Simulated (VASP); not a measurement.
Input of a VASP 6.6.1 run:

Contents of INCAR:

```
SYSTEM = CuO
PREC     = Accurate       ! precision mode
ENCUT    = 600            ! plane-wave cutoff, eV
EDIFF    = 1E-7           ! SCF threshold, eV
ISMEAR   = -1             ! smearing method
SIGMA    = 0.05           ! smearing width, eV
LREAL    = .FALSE.        ! projectors in reciprocal space
LASPH    = .TRUE.         ! aspherical terms in the spheres
NELM     = 100            ! most SCF steps
ALGO     = Normal         ! electronic algorithm
ISIF     = 3              ! what is computed and relaxed
LWAVE    = .FALSE.        ! write WAVECAR
LCHARG   = .FALSE.        ! write CHGCAR
GGA      = PS             ! functional
IBRION   = 2              ! ionic algorithm
NSW      = 80             ! ionic steps
EDIFFG   = -0.01          ! ionic threshold
```

Contents of KPOINTS:

```
regular mesh
0
G
  7 7 4
  0 0 0
```

The input POSCAR:

```
CuO
1.0
    2.8795009639      0.0000000000      0.0000000000
    0.0390727580      2.8792794796      0.0000000000
    0.0174953863      0.0172449008      5.1763391994
Cu O
2 2
Direct
    0.0000000000      0.5000000000      0.0000000000
    0.5000000000      0.0000000000      0.5000000000
    0.9984239700      0.0016717800      0.7498871000
    0.0015760300      0.9983282200      0.2501129000
```

Potentials or basis: VASP PAW PBE potentials, release 64 (Cu, O).

Command:

```console
$ cat potpaw_PBE.64/Cu/POTCAR potpaw_PBE.64/O/POTCAR > POTCAR
$ mpirun -np 1 vasp_std > vasp.out
```

Q: What does it give for the band gap on the k mesh?

A: Zero (bands 17 and 18 overlap by 1.16 eV).

Q: What does it give for the space group after relaxing (to 0.1 Å)?

A: P4_2/mmc (No. 131).

Q: What does it give for the relaxed cell?

A: a = 2.896 Å, b = 2.896 Å, c = 5.103 Å, α = 89.81°, β = 89.82°, γ = 89.30°.

Step by step:
| step | energy change (eV) | largest force (eV/Å) | pressure (GPa) | volume (Å³) |
| --- | --- | --- | --- | --- |
| 1 | 0.0000 | 0.0130 | -1.38 | 42.92 |
| 2 | -0.0040 | 0.0055 | 1.45 | 42.34 |
| 3 | -0.0045 | 0.0069 | 0.74 | 42.48 |
| 4 | -0.0061 | 0.0043 | 0.34 | 42.65 |
| 5 | -0.0066 | 0.0051 | -0.01 | 42.80 |

Caveat: the PAW data sets were made with another functional, which shifts forces and pressure a little; semilocal functionals often make such compounds metallic where correlation or magnetic order opens a gap, which also shifts bond lengths. With open d or f shells a metallic result of PBEsol can be an artefact of self-interaction; +U or a hybrid may open a gap.
